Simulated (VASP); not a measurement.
# La (Im-3m) in VASP: notebook, part 2 of 2

VASP 6.6.1.

## Step 4: Relaxation of cell and atoms, PBE

This run uses another cell than the first one, of 37.42 Å³/atom, 0.912 times its volume.

INCAR

```
SYSTEM = La
PREC = Accurate
ENCUT = 600
EDIFF = 1E-6
ISMEAR = -1
SIGMA = 0.1
LREAL = .False.
LASPH = .True.
NELM = 60
ALGO = Normal
ISIF = 3
LWAVE = .False.
LCHARG = .False.
GGA = PE
IBRION = 2
NSW = 80
EDIFFG = -0.01
```

KPOINTS

```
Automatic mesh
0
Gamma
  11 11 11
  0 0 0
```

POSCAR

```
La
1.0
   -2.1069968026      2.1069968026      2.1069968026
    2.1069968026     -2.1069968026      2.1069968026
    2.1069968026      2.1069968026     -2.1069968026
La
1
Direct
    0.0000000000      0.0000000000      0.0000000000
```

Potentials or basis: VASP PAW PBE potentials, release 64 (La).

Command:

```sh
$ cat potpaw_PBE.64/La/POTCAR > POTCAR
$ mpirun -np 1 vasp_std > vasp.out
```

OUTCAR:

```text
SYSTEM = La
   PREC = Accurate
   ENCUT = 600
   EDIFF = 1E-6
   ISMEAR = -1
   LREAL = .False.
   LASPH = .True.
   NELM = 60
   ISIF = 3
   GGA = PE
   IBRION = 2
   NSW = 80
   EDIFFG = -0.01

 ion  position               nearest neighbor table
   1  0.000  0.000  0.000-

  LATTYP: Found a body centered cubic cell.
 ALAT       =     4.2139936052

  Lattice vectors:

 A1 = (  -2.1069968026,   2.1069968026,   2.1069968026)
 A2 = (   2.1069968026,  -2.1069968026,   2.1069968026)
 A3 = (   2.1069968026,   2.1069968026,  -2.1069968026)

Analysis of symmetry for initial positions (statically):
=====================================================================
 Subroutine PRICEL returns:
 Original cell was already a primitive cell.

 Routine SETGRP: Setting up the symmetry group for a
 body centered cubic supercell.

 Subroutine GETGRP returns: Found 48 space group operations
 (whereof 48 operations were pure point group operations)
 out of a pool of 48 trial point group operations.

The static configuration has the point symmetry O_h .

Analysis of symmetry for dynamics (positions and initial velocities):
=====================================================================
 Subroutine PRICEL returns:
 Original cell was already a primitive cell.

 Routine SETGRP: Setting up the symmetry group for a
 body centered cubic supercell.

 Subroutine GETGRP returns: Found 48 space group operations
 (whereof 48 operations were pure point group operations)
 out of a pool of 48 trial point group operations.

The dynamic configuration has the point symmetry O_h .

 Subroutine INISYM returns: Found 48 space group operations
 (whereof 48 operations are pure point group operations),
 and found     1 'primitive' translations

----------------------------------------------------------------------------------------

                                     Primitive cell

  volume of cell :      37.4155

  direct lattice vectors                    reciprocal lattice vectors
    -2.106996803  2.106996803  2.106996803     0.000000000  0.237304584  0.237304584
     2.106996803 -2.106996803  2.106996803     0.237304584  0.000000000  0.237304584
     2.106996803  2.106996803 -2.106996803     0.237304584  0.237304584  0.000000000

  length of vectors
     3.649425513  3.649425513  3.649425513     0.335599361  0.335599361  0.335599361

  position of ions in fractional coordinates (direct lattice)
     0.000000000  0.000000000  0.000000000

  ion indices of the primitive-cell ions
   primitive index   ion index
                 1           1

----------------------------------------------------------------------------------------

 KPOINTS: Automatic mesh

Automatic generation of k-mesh.
 Grid dimensions read from file:
 generate k-points for:   11   11   11

 Generating k-lattice:

  Cartesian coordinates                     Fractional coordinates (reciprocal lattice)
     0.000000000  0.021573144  0.021573144     0.090909091  0.000000000  0.000000000
     0.021573144  0.000000000  0.021573144     0.000000000  0.090909091  0.000000000
[... 39 lines left out ...]
 [... further k-points ...]
   k-points           NKPTS =     56   k-points in BZ     NKDIM =     56   number of bands    NBANDS=      9
   number of dos      NEDOS =    301   number of ions     NIONS =      1
   total plane-waves  NPLWV =  27000
   dimension x,y,z NGX =    30 NGY =   30 NGZ =   30
   dimension x,y,z NGXF=    60 NGYF=   60 NGZF=   60
   ions per type =               1
   NGX,Y,Z   is equivalent  to a cutoff of  13.67, 13.67, 13.67 a.u.
   NGXF,Y,Z  is equivalent  to a cutoff of  27.33, 27.33, 27.33 a.u.
 SYSTEM =  La
   PREC   = accura    normal or accurate (medium, high low for compatibility)
   ISTART =      0    job   : 0-new  1-cont  2-samecut
   ICHARG =      2    charge: 1-file 2-atom 10-const
   ISPIN  =      1    spin polarized calculation?
   LNONCOLLINEAR =      F non collinear calculations
   LSORBIT =      F    spin-orbit coupling
   LASPH  =      T    aspherical Exc in radial PAW
   ENCUT  =  600.0 eV  44.10 Ry    6.64 a.u.   7.29  7.29  7.29*2*pi/ulx,y,z
   NELM   =     60;   NELMIN=  2; NELMDL= -5     # of ELM steps
   EDIFF  = 0.1E-05   stopping-criterion for ELM
   LREAL  =      F    real-space projection
   EDIFFG = -.1E-01   stopping-criterion for IOM
   NSW    =     80    number of steps for IOM
   IBRION =      2    ionic relax: 0-MD 1-quasi-New 2-CG
   NFREE  =      1    steps in history (QN), initial steepest desc. (CG)
   ISIF   =      3    stress and relaxation
   ISYM   =      2    0-nonsym 1-usesym 2-fastsym
   POTIM  = 0.5000    time-step for ionic-motion
   TEBEG  =    0.0;   TEEND  =   0.0 temperature during run
   PSTRESS=    0.0 pullay stress
   NELECT =      11.0000    total number of electrons
   NUPDOWN=      -1.0000    fix difference up-down
   EMIN   =  10.00;   EMAX   =-10.00  energy-range for DOS
   EFERMI =   0.00;   METHOD = LEGACY
   ISMEAR =    -1;   SIGMA  =   0.10  broadening in eV -4-tet -1-fermi 0-gaus
   EFERMI_NEDOS =   21; number of points for ismear=-14 and -15
   IALGO  =     38    algorithm
   IMIX   =      4    mixing-type and parameters
     AMIX     =   0.40;   BMIX     =  1.00
     AMIX_MAG =   1.60;   BMIX_MAG =  1.00
  volume/ion in A,a.u.               =      37.42       252.49
  Fermi-wavevector in a.u.,A,eV,Ry     =   1.088567  2.057093 16.122608  1.184978
  Thomas-Fermi vector in A             =   2.224751
   LORBIT       =      0    0 simple, 1 ext, 2 COOP (PROOUT), +10 PAW based schemes
   GGA     = PE    functional components
   LHFCALC =     F    Hartree Fock is set to
   AEXX    =    0.0000 exact exchange contribution
   IVDW    =     0    specifies the selected vdW correction
   LEPSILON=     F    determine dielectric tensor
   LRPA    =     F    only Hartree local field effects (RPA)
 conjugate gradient relaxation of ions
 non-spin polarized calculation
  energy-cutoff  :      600.00
  volume of cell :       37.42
 maximum number of plane-waves:      1264
 NGX is ok and might be reduce to    30
   NGX = 15   NGY = 15   NGZ = 15

--------------------------------------- Ionic step        1  -------------------------------------------

 number of electron      10.9999999 magnetization

 Free energy of the ion-electron system (eV)
  ---------------------------------------------------
  ext. energy  EPLUGINS =         0.00000000
  ---------------------------------------------------
  free energy    TOTEN  =        -4.80249727 eV

  energy without entropy =       -4.71355648  energy(sigma->0) =       -4.75802687

------------------------ aborting loop because EDIFF is reached ----------------------------------------

  FORCE on cell =-STRESS in cart. coord.  units (eV):
  Direction    XX          YY          ZZ          XY          YZ          ZX
  --------------------------------------------------------------------------------------
  -------------------------------------------------------------------------------------
  Total        0.0897275      0.0897275      0.0897275     -0.0000000      0.0000000     -0.0000000
  in kB        3.8422388      3.8422388      3.8422388     -0.0000000      0.0000000     -0.0000000
  external PRESSURE =       3.8422388 kB  Pullay stress =       0.0000000 kB
[... 57 lines left out ...]
--------------------------------------- Ionic step        3  -------------------------------------------

 number of electron      11.0000000 magnetization

 Free energy of the ion-electron system (eV)
  ---------------------------------------------------
  ext. energy  EPLUGINS =         0.00000000
  ---------------------------------------------------
  free energy    TOTEN  =        -4.80333613 eV

  energy without entropy =       -4.71379361  energy(sigma->0) =       -4.75856487

 E-fermi :   7.6546     XC(G=0):  -9.4692

 val. band max:        7.6480688381   @ k =  -0.3636   0.3636   0.1818
 cond. band min:       7.6559402182   @ k =   0.3636   0.0000   0.0000
 fundamental gap:      0.0078713801
 Fermi energy:         7.6546251743

 k-point     1 :       0.0000    0.0000    0.0000
  band No.  band energies     occupation
      1     -25.2681      2.00000
      2      -8.2955      2.00000
      3      -8.2955      2.00000
      4      -8.2955      2.00000
      5       4.4547      2.00000
      6       9.1157      0.00000
      7       9.1164      0.00000
      8       9.1409      0.00000
      9       9.1451      0.00000
[... 265 lines left out ...]
 k-point    24 :       0.3636    0.1818    0.0909
  band No.  band energies     occupation
      1     -25.0668      2.00000
      2      -9.3679      2.00000
      3      -8.8911      2.00000
      4      -8.5223      2.00000
      5       6.9137      1.99879
      6       7.5886      1.31868
      7       8.9141      0.00001
      8       9.4016      0.00000
      9       9.4614      0.00000

 [... further k-points ...]
[... 5 lines left out ...]
  --------------------------------------------------------------------------------------
  -------------------------------------------------------------------------------------
  Total        0.0088148      0.0088148      0.0088148     -0.0000000     -0.0000000      0.0000000
  in kB        0.3717240      0.3717240      0.3717240     -0.0000000     -0.0000000      0.0000000
  external PRESSURE =       0.3717240 kB  Pullay stress =       0.0000000 kB
[... 16 lines left out ...]
  FREE ENERGIE OF THE ION-ELECTRON SYSTEM (eV)
  ---------------------------------------------------
  free  energy   TOTEN  =        -4.8033361322 eV

  energy  without entropy=       -4.7137936148  energy(sigma->0) =       -4.75856487

 reached required accuracy - stopping structural energy minimisation
```

OSZICAR:

```text
N       E                     dE             d eps       ncg     rms          rms(c)
DAV:   1     0.105782247274E+03    0.10578E+03   -0.42108E+03  1008   0.175E+03
DAV:   2     0.161046471275E+01   -0.10417E+03   -0.10300E+03  1544   0.213E+02
DAV:   3    -0.437662598137E+01   -0.59871E+01   -0.57721E+01  1421   0.876E+01
DAV:   4    -0.478768547752E+01   -0.41106E+00   -0.40100E+00  1846   0.208E+01
[... 20 lines left out ...]
       N       E                     dE             d eps       ncg     rms          rms(c)
DAV:   1    -0.480379147759E+01   -0.49222E-03   -0.12716E-02  1716   0.122E+00    0.104E-01
DAV:   2    -0.480339000308E+01    0.40147E-03   -0.11259E-03  1910   0.401E-01    0.365E-02
DAV:   3    -0.480333662760E+01    0.53375E-04   -0.31669E-04  1987   0.180E-01    0.100E-02
DAV:   4    -0.480333613221E+01    0.49539E-06   -0.46451E-06  1894   0.231E-02
   3 F= -.48033361E+01 E0= -.47585649E+01  d E =-.838860E-03
```

CONTCAR:

```text
La
   1.00000000000000
    -2.1177800623521024    2.1177800623521024    2.1177800623521024
     2.1177800623521024   -2.1177800623521024    2.1177800623521024
     2.1177800623521024    2.1177800623521024   -2.1177800623521024
  La
     1
Direct
     0.0000000000000000    0.0000000000000000    0.0000000000000000

  0.00000000E+00  0.00000000E+00  0.00000000E+00
```

Wall time 55 s (1 thread of Intel Xeon Platinum 8375C at 2.90GHz (Ice Lake), shared host); peak memory 0.2 GiB.

Results:

```
Free energy                            : -4.8033 eV
Relaxed volume                         : 37.99 Å³/atom
Relaxed cell                           : a = 3.668 Å, b = 3.668 Å, c = 3.668 Å, α = 109.47°, β = 109.47°, γ = 109.47°
Space group after relaxing (to 0.05 Å) : Im-3m (No. 229)
Energy gained by relaxing              : 0.8 meV/atom
Ionic steps                            : 3
Pressure after relaxing                : 0.0 GPa
```

Step by step:
| step | energy change (eV) | largest force (eV/Å) | pressure (GPa) | volume (Å³) |
| --- | --- | --- | --- | --- |
| 1 | 0.0000 | 0.0000 | 0.38 | 37.42 |
| 2 | -0.0008 | 0.0000 | 0.09 | 37.90 |
| 3 | -0.0008 | 0.0000 | 0.04 | 37.99 |

Final structure:
```yaml
crystal:
  lattice:
    - [-2.11778, 2.11778, 2.11778]
    - [2.11778, -2.11778, 2.11778]
    - [2.11778, 2.11778, -2.11778]
  atoms:
    - { symbol: La, position: [0.00000, 0.00000, 0.00000] }
```

Caveat: spin-orbit coupling is left out, which moves the levels of the heavy elements.

## Step 5: Single point, PBE

This run uses another cell than the first one, of 37.98 Å³/atom, 0.926 times its volume.

INCAR

```
  PREC = Accurate
  ENCUT = 520
  EDIFF = 1E-7
  ISMEAR = -1
  SIGMA = 0.1
  LREAL = F
  LASPH = T
  NELM = 80
  ALGO = Normal
  ISIF = 2
  LWAVE = F
  LCHARG = F
  GGA = PE
  NBANDS = 12
```

KPOINTS

```
Automatic mesh
0
Gamma
  17 17 17
```

POSCAR

```
La
1.0
   -2.1174800187      2.1174800187      2.1174800187
    2.1174800187     -2.1174800187      2.1174800187
    2.1174800187      2.1174800187     -2.1174800187
La
1
Direct
    0.0000000000      0.0000000000      0.0000000000
```

Command:

```sh
$ cat potpaw_PBE.64/La/POTCAR > POTCAR
$ mpirun -np 1 vasp_std > vasp.out
```

Wall time 1.9 min (1 thread of Intel Xeon Platinum 8375C at 2.90GHz (Ice Lake), shared host); peak memory 0.24 GiB.

The run converged. Its results:

- Free energy: -4.8044 eV
- Pressure: 0.0 GPa

Levels at points of the mesh, in eV from the Fermi level:
```
           k point  band 3  band 4  band 5  band 6  band 7  band 8  band 9  band 10
(0.00, 0.00, 0.00)  -15.95  -15.95   -3.20    1.46    1.46    1.46    1.49     1.49
```

Caveat: spin-orbit coupling is left out, which moves the levels of the heavy elements.

## Step 6: Overview

| task | cell | k mesh | cutoff (eV) | gap on the mesh (eV) | pressure (GPa) |
| --- | --- | --- | --- | --- | --- |
| single point | a = 3.763 Å, angles 109.5°, 1 atom | 12 × 12 × 12 | 520 | none | -1.8 |
| single point | a = 3.809 Å, angles 109.5°, 1 atom | 12 × 12 × 12 | 520 | none | -2.5 |
| relaxation of cell and atoms | relaxed from a = 3.649 Å, angles 109.5°, 1 atom | 11 × 11 × 11 | 600 | none | 0.0 |
| single point | a = 3.668 Å, angles 109.5°, 1 atom | 17 × 17 × 17 | 520 | none | 0.0 |

Alike in all rows: level PBE; potentials or basis VASP PAW PBE potentials, release 64 (La); no spin polarisation; smearing fermi-dirac 0.1 eV.

Caveats: spin-orbit coupling is left out, which moves the levels of the heavy elements.

Total energies depend on the potentials used, so only differences within one code and one set of settings carry meaning.
